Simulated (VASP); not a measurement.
Write the native input for VASP 6.6.1 that does the following.

```
Task                   : single point
Functional             : PBE
Potentials or basis    : VASP PAW PBE potentials, release 64 (Pb_d)
Cutoff                 : 520 eV
k mesh                 : 15 × 15 × 8
Occupations            : gaussian, width 0.1 eV
Spin                   : no spin polarisation
Dipole correction      : no
Further INCAR settings : ALGO = Fast; EDIFF = 1e-07; NBANDS = 21
```

The structure of Pb lies in POSCAR:

```
Pb
1.0
    3.4773558901      0.0000000000      0.0000000000
   -1.7386779450      3.0114785388      0.0000000000
    0.0000000000      0.0000000000      5.7534516000
Pb
2
Direct
    0.3333333333      0.6666666667      0.2500000000
    0.6666666667      0.3333333333      0.7500000000
```

This isn't the form of Pb at room conditions, which is fcc.

This cell differs from its parent crystal: strained.

These files were run (other wordings do the same):

INCAR

```
SYSTEM = Pb
  PREC = Accurate
  ENCUT = 520
  EDIFF = 1E-7
  ISMEAR = 0
  SIGMA = 0.1
  LREAL = .False.
  LASPH = .True.
  NELM = 60
  ALGO = Fast
  ISIF = 2
  LWAVE = .False.
  LCHARG = .True.
  GGA = PE
  LELF = .True.
  LVHAR = .True.
  NBANDS = 21
```

KPOINTS

```
regular mesh
0
Gamma
  15 15 8
  0 0 0
```

Potentials or basis: VASP PAW PBE potentials, release 64 (Pb_d).

Run with:

```sh
$ cat potpaw_PBE.64/Pb_d/POTCAR > POTCAR
$ mpirun -np 1 vasp_std > vasp.out
```

It gave:

The pressure is 2.5 GPa and the band gap on the k mesh is zero (bands 14 and 15 overlap by 7.85 eV).

Caveat: the cell differs from its parent crystal (strained); spin-orbit coupling is left out, which moves the levels of the heavy elements.

Wall time 110 s on 1 thread of Intel(R) Xeon(R) 6975P-C (Granite Rapids), with other jobs on the host, peak memory 0.28 GiB.
